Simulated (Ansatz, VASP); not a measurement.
**Au: VASP beside Ansatz**

The input INCAR:

```
SYSTEM = Au
PREC = Accurate
ENCUT = 520
EDIFF = 1E-7
ISMEAR = 0
SIGMA = 0.03
LREAL = .FALSE.
LASPH = .TRUE.
NELM = 80
ALGO = Normal
ISIF = 2
LWAVE = .FALSE.
LCHARG = .FALSE.
GGA = PE
NBANDS = 12
```

File KPOINTS:

```
regular mesh
0
G
  13 13 13
  0 0 0
```

POSCAR

```
Au
1.0
    0.0000000000      2.0782552709      2.0782552709
    2.0782552709      0.0000000000      2.0782552709
    2.0782552709      2.0782552709      0.0000000000
Au
1
Direct
    0.0000000000      0.0000000000      0.0000000000
```

Input for Ansatz:

```yaml
crystal:
  lattice:
    - [0.0, 2.0782552709, 2.0782552709]
    - [2.0782552709, 0.0, 2.0782552709]
    - [2.0782552709, 2.0782552709, 0.0]
  atoms:
    - { symbol: Au, position: [0.0, 0.0, 0.0] }
hamiltonian:
  xc: pbe
  pseudopotentials:
    kind: paw
    azcp:
      Au: "pseudopotentials/Au.paw.azcp"
basis:
  ecutwfc: 420
  fft_grid_basis: typed
kpoints:
  mp_grid: { grid: [13, 13, 13], shift: [0, 0, 0] }
magnetization:
  spin_polarized: false
scf:
  occupations: { method: gaussian, width: 0.03 }
  lower_state_search: "off"
output:
  stress: true
```

Alike in both runs: task single point; functional PBE; k mesh 13 × 13 × 13; occupations gaussian, width 0.03 eV; no spin polarisation.

|  | VASP | Ansatz |
| --- | --- | --- |
| version | VASP 6.6.1 | Ansatz 0.2.0 |
| potentials or method | VASP PAW PBE potentials, release 64 (Au), cutoff 520 eV | plane waves (420 eV) with PAW, scalar-relativistic |
| valence electrons in the cell | 11 | 19 |

|  | VASP | Ansatz | Ansatz less VASP |
| --- | --- | --- | --- |
| pressure (GPa) | -0.4 | -0.2 | +0.24 |

VASP's potentials hold 11 valence electrons a cell and Ansatz's 19, so a difference there can come from the potentials and not from the codes.

Neither program's run includes spin-orbit coupling.
